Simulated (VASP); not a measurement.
# TiB2 (P6/mmm) in VASP: notebook, part 2 of 3

VASP 6.6.1.

## Step 4: Single point, PBEsol (8.38 Å³/atom)

This run uses another cell than the first one, of 8.38 Å³/atom.

INCAR

```
SYSTEM = TiB2
PREC     = Accurate       ! precision mode
ENCUT    = 520            ! plane-wave cutoff, eV
EDIFF    = 1E-6           ! SCF threshold, eV
ISMEAR   = -1             ! smearing method
SIGMA    = 0.08           ! smearing width, eV
LREAL    = .FALSE.        ! projectors in reciprocal space
LASPH    = .TRUE.         ! aspherical terms in the spheres
NELM     = 60             ! most SCF steps
ALGO     = Normal         ! electronic algorithm
ISIF     = 2              ! what is computed and relaxed
LWAVE    = .FALSE.        ! write WAVECAR
LCHARG   = .TRUE.         ! write CHGCAR
GGA      = PS             ! functional
LELF     = .TRUE.         ! ELF
LVHAR    = .TRUE.       
NBANDS   = 16             ! bands
```

KPOINTS

```
regular mesh
0
G
  15 15 13
  0 0 0
```

POSCAR

```
TiB2
1.0
    3.0088673998      0.0000000000      0.0000000000
   -1.5044336999      2.6057556048      0.0000000000
    0.0000000000      0.0000000000      3.2067322330
Ti B
1 2
Direct
    0.0000000000      0.0000000000      0.0000000000
    0.3333333333      0.6666666667      0.5000000000
    0.6666666667      0.3333333333      0.5000000000
```

Potentials or basis: VASP PAW PBE potentials, release 64 (Ti_sv, B).

On the command line:

```console
$ cat potpaw_PBE.64/Ti_sv/POTCAR potpaw_PBE.64/B/POTCAR > POTCAR
$ mpirun -np 1 vasp_std > vasp.out
```

OUTCAR:

```text
SYSTEM = TiB2
   PREC = Accurate
   ENCUT = 520
   EDIFF = 1E-6
   ISMEAR = -1
   LREAL = .FALSE.
   LASPH = .TRUE.
   NELM = 60
   ISIF = 2
   GGA = PS

 ion  position               nearest neighbor table
   1  0.000  0.000  0.000-   2 2.36   3 2.36   2 2.36   3 2.36   2 2.36   2 2.36   3 2.36   3 2.36
                             3 2.36   3 2.36   2 2.36   2 2.36
   2  0.333  0.667  0.500-   3 1.74   3 1.74   3 1.74   1 2.36   1 2.36   1 2.36   1 2.36   1 2.36
                             1 2.36
   3  0.667  0.333  0.500-   2 1.74   2 1.74   2 1.74   1 2.36   1 2.36   1 2.36   1 2.36   1 2.36
                             1 2.36

  LATTYP: Found a hexagonal cell.
 ALAT       =     3.0088673998
 C/A-ratio  =     1.0657605693

  Lattice vectors:

 A1 = (   3.0088673998,   0.0000000000,   0.0000000000)
 A2 = (  -1.5044336999,   2.6057556048,   0.0000000000)
 A3 = (   0.0000000000,   0.0000000000,   3.2067322330)

Analysis of symmetry for initial positions (statically):
=====================================================================
 Subroutine PRICEL returns:
 Original cell was already a primitive cell.

 Routine SETGRP: Setting up the symmetry group for a
 hexagonal supercell.

 Subroutine GETGRP returns: Found 24 space group operations
 (whereof 24 operations were pure point group operations)
 out of a pool of 24 trial point group operations.

The static configuration has the point symmetry D_6h.

Analysis of symmetry for dynamics (positions and initial velocities):
=====================================================================
 Subroutine PRICEL returns:
 Original cell was already a primitive cell.

 Routine SETGRP: Setting up the symmetry group for a
 hexagonal supercell.

 Subroutine GETGRP returns: Found 24 space group operations
 (whereof 24 operations were pure point group operations)
 out of a pool of 24 trial point group operations.

The dynamic configuration has the point symmetry D_6h.

 Subroutine INISYM returns: Found 24 space group operations
 (whereof 24 operations are pure point group operations),
 and found     1 'primitive' translations

----------------------------------------------------------------------------------------

                                     Primitive cell

  volume of cell :      25.1420

  direct lattice vectors                    reciprocal lattice vectors
     3.008867400  0.000000000  0.000000000     0.332350970  0.191882922  0.000000000
    -1.504433700  2.605755605  0.000000000     0.000000000  0.383765844  0.000000000
     0.000000000  0.000000000  3.206732233     0.000000000  0.000000000  0.311843936

  length of vectors
     3.008867400  3.008867400  3.206732233     0.383765844  0.383765844  0.311843936

  position of ions in fractional coordinates (direct lattice)
     0.000000000  0.000000000  0.000000000
     0.333333333  0.666666667  0.500000000
     0.666666667  0.333333333  0.500000000

  ion indices of the primitive-cell ions
   primitive index   ion index
                 1           1
                 2           2
                 3           3

----------------------------------------------------------------------------------------

 KPOINTS: regular mesh

Automatic generation of k-mesh.
 Grid dimensions read from file:
 generate k-points for:   15   15   13

 Generating k-lattice:

  Cartesian coordinates                     Fractional coordinates (reciprocal lattice)
     0.022156731  0.012792195  0.000000000     0.066666667  0.000000000  0.000000000
     0.000000000  0.025584390  0.000000000     0.000000000  0.066666667  0.000000000
     0.000000000  0.000000000  0.023987995     0.000000000  0.000000000  0.076923077

  Length of vectors
     0.025584390  0.025584390  0.023987995

  Shift w.r.t. Gamma in fractional coordinates (k-lattice)
     0.000000000  0.000000000  0.000000000

 Subroutine IBZKPT returns following result:
 ===========================================

 Found    189 irreducible k-points:

 Following reciprocal coordinates:
            Coordinates               Weight
  0.000000  0.000000  0.000000      1.000000
  0.066667 -0.000000  0.000000      6.000000
  0.133333 -0.000000  0.000000      6.000000
  0.200000  0.000000  0.000000      6.000000
  0.266667 -0.000000  0.000000      6.000000
  0.333333  0.000000  0.000000      6.000000
[... 16 lines left out ...]
  0.333333  0.200000  0.000000     12.000000
  0.400000  0.200000  0.000000      6.000000
 [... further k-points ...]
   k-points           NKPTS =    189   k-points in BZ     NKDIM =    189   number of bands    NBANDS=     16
   number of dos      NEDOS =    301   number of ions     NIONS =      3
   total plane-waves  NPLWV =  13824
   dimension x,y,z NGX =    24 NGY =   24 NGZ =   24
   dimension x,y,z NGXF=    48 NGYF=   48 NGZF=   48
   ions per type =               1   2
   NGX,Y,Z   is equivalent  to a cutoff of  13.26, 13.26, 12.44 a.u.
   NGXF,Y,Z  is equivalent  to a cutoff of  26.52, 26.52, 24.88 a.u.
 SYSTEM =  TiB2
   PREC   = accura    normal or accurate (medium, high low for compatibility)
   ISTART =      0    job   : 0-new  1-cont  2-samecut
   ICHARG =      2    charge: 1-file 2-atom 10-const
   ISPIN  =      1    spin polarized calculation?
   LNONCOLLINEAR =      F non collinear calculations
   LSORBIT =      F    spin-orbit coupling
   LASPH  =      T    aspherical Exc in radial PAW
   ENCUT  =  520.0 eV  38.22 Ry    6.18 a.u.   5.59  5.59  5.96*2*pi/ulx,y,z
   NELM   =     60;   NELMIN=  2; NELMDL= -5     # of ELM steps
   EDIFF  = 0.1E-05   stopping-criterion for ELM
   LREAL  =      F    real-space projection
   EDIFFG = 0.1E-04   stopping-criterion for IOM
   NSW    =      0    number of steps for IOM
   IBRION =     -1    ionic relax: 0-MD 1-quasi-New 2-CG
   NFREE  =      0    steps in history (QN), initial steepest desc. (CG)
   ISIF   =      2    stress and relaxation
   ISYM   =      2    0-nonsym 1-usesym 2-fastsym
   POTIM  = 0.5000    time-step for ionic-motion
   TEBEG  =    0.0;   TEEND  =   0.0 temperature during run
   PSTRESS=    0.0 pullay stress
   NELECT =      18.0000    total number of electrons
   NUPDOWN=      -1.0000    fix difference up-down
   EMIN   =  10.00;   EMAX   =-10.00  energy-range for DOS
   EFERMI =   0.00;   METHOD = LEGACY
   ISMEAR =    -1;   SIGMA  =   0.08  broadening in eV -4-tet -1-fermi 0-gaus
   EFERMI_NEDOS =   21; number of points for ismear=-14 and -15
   IALGO  =     38    algorithm
   IMIX   =      4    mixing-type and parameters
     AMIX     =   0.40;   BMIX     =  1.00
     AMIX_MAG =   1.60;   BMIX_MAG =  1.00
  volume/ion in A,a.u.               =       8.38        56.56
  Fermi-wavevector in a.u.,A,eV,Ry     =   1.464533  2.767566 29.182554  2.144857
  Thomas-Fermi vector in A             =   2.580498
   LORBIT       =      0    0 simple, 1 ext, 2 COOP (PROOUT), +10 PAW based schemes
   GGA     = PS    functional components
   LHFCALC =     F    Hartree Fock is set to
   AEXX    =    0.0000 exact exchange contribution
   IVDW    =     0    specifies the selected vdW correction
   LEPSILON=     F    determine dielectric tensor
   LRPA    =     F    only Hartree local field effects (RPA)
 non-spin polarized calculation
  energy-cutoff  :      520.00
  volume of cell :       25.14
 maximum number of plane-waves:       696
 NGX is ok and might be reduce to    24
   NGX = 11   NGY = 11   NGZ = 11

 number of electron      18.0000000 magnetization

 Free energy of the ion-electron system (eV)
  ---------------------------------------------------
  ext. energy  EPLUGINS =         0.00000000
  ---------------------------------------------------
  free energy    TOTEN  =       -25.79372206 eV

  energy without entropy =      -25.78587752  energy(sigma->0) =      -25.78979979

 E-fermi :  10.1410     XC(G=0): -12.9698

 val. band max:       10.1197073335   @ k =   0.0000   0.0000   0.3846
 cond. band min:      10.1416187521   @ k =   0.2000   0.2000   0.0769
 fundamental gap:      0.0219114185
 Fermi energy:        10.1410354062

 k-point     1 :       0.0000    0.0000    0.0000
  band No.  band energies     occupation
      1     -46.5223      2.00000
      2     -22.9886      2.00000
      3     -22.6507      2.00000
      4     -22.6507      2.00000
      5      -3.4522      2.00000
      6       7.4922      2.00000
[... 433 lines left out ...]
      3     -22.9061      2.00000
      4     -22.8507      2.00000
      5       1.2338      2.00000
      6       1.2640      2.00000
[... 8 lines left out ...]
     15      19.0566      0.00000
     16      20.3342      0.00000

 [... further k-points ...]

------------------------ aborting loop because EDIFF is reached ----------------------------------------

  FORCE on cell =-STRESS in cart. coord.  units (eV):
  Direction    XX          YY          ZZ          XY          YZ          ZX
  --------------------------------------------------------------------------------------
  -------------------------------------------------------------------------------------
  Total        0.2929667      0.2929667     -0.3596148      0.0000000      0.0000000      0.0000000
  in kB       18.6693567     18.6693567    -22.9165216      0.0000000      0.0000000      0.0000000
  external PRESSURE =       4.8073973 kB  Pullay stress =       0.0000000 kB

 VOLUME and BASIS-vectors are now :
 -----------------------------------------------------------------------------
  energy-cutoff  :      520.00
  volume of cell :       25.14
      direct lattice vectors                 reciprocal lattice vectors
     3.008867400  0.000000000  0.000000000     0.332350970  0.191882922  0.000000000
    -1.504433700  2.605755605  0.000000000     0.000000000  0.383765844  0.000000000
     0.000000000  0.000000000  3.206732233     0.000000000  0.000000000  0.311843936

 POSITION                                       TOTAL-FORCE (eV/Angst)
 -----------------------------------------------------------------------------------
      0.00000      0.00000      0.00000         0.000000      0.000000      0.000000
     -0.00000      1.73717      1.60337         0.000000     -0.000000     -0.000000
      1.50443      0.86859      1.60337        -0.000000      0.000000      0.000000
 -----------------------------------------------------------------------------------
    total drift:                               -0.000000      0.000000      0.000000

  FREE ENERGIE OF THE ION-ELECTRON SYSTEM (eV)
  ---------------------------------------------------
  free  energy   TOTEN  =       -25.7937220645 eV

  energy  without entropy=      -25.7858775167  energy(sigma->0) =      -25.78979979
```

Run time: 26 s. Hardware: 1 thread of Intel Xeon 6975P-C (Granite Rapids), shared host; peak memory 0.19 GiB.

Results:

| Property | Result |
| --- | --- |
| Free energy | -25.7937 eV |
| Pressure | 0.5 GPa |
| Band gap on the k mesh | zero (bands 9 and 10 overlap by 0.48 eV) |

Stress tensor (GPa, compression positive):
```
 1.87  0.00  0.00
 0.00  1.87  0.00
 0.00  0.00 -2.29
```

Caveat: the PAW data sets were made with another functional, which shifts forces and pressure a little.

(Continued in part 3 of 3.)
